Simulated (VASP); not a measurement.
Here is a VASP 6.6.1 calculation.

The input INCAR:

```
  PREC = Accurate
  ENCUT = 500
  EDIFF = 1E-6
  ISMEAR = -1
  SIGMA = 0.06122561905347299
  LREAL = F
  LASPH = T
  NELM = 120
  ALGO = Normal
  ISIF = 2
  LWAVE = F
  LCHARG = F
  GGA = PE
  NBANDS = 12
  GGA_COMPAT = F
```

The input KPOINTS:

```
Automatic mesh
0
Gamma
  23 23 23
```

The input POSCAR:

```
Cr
1.0
    2.3700129015      0.0000000000      0.0000000000
    0.0000000000      2.3700129015      0.0000000000
    0.0000000000      0.0000000000      2.3700129015
Cr
1
Direct
    0.0000000000      0.0000000000      0.0000000000
```

Potentials or basis: VASP PAW PBE potentials, release 64 (Cr_pv).

The run is started by

```console
$ cat potpaw_PBE.64/Cr_pv/POTCAR > POTCAR
$ mpirun -np 1 vasp_std > vasp.out
```

(1) What does it give for the pressure?

(2) What does it give for the band gap on the k mesh?

## Answers

(1) -7.0 GPa.

(2) zero (bands 6 and 7 overlap by 1.59 eV).

Caveat: the cell stands under tension; the run has no spin polarisation, though such a crystal can be magnetic.
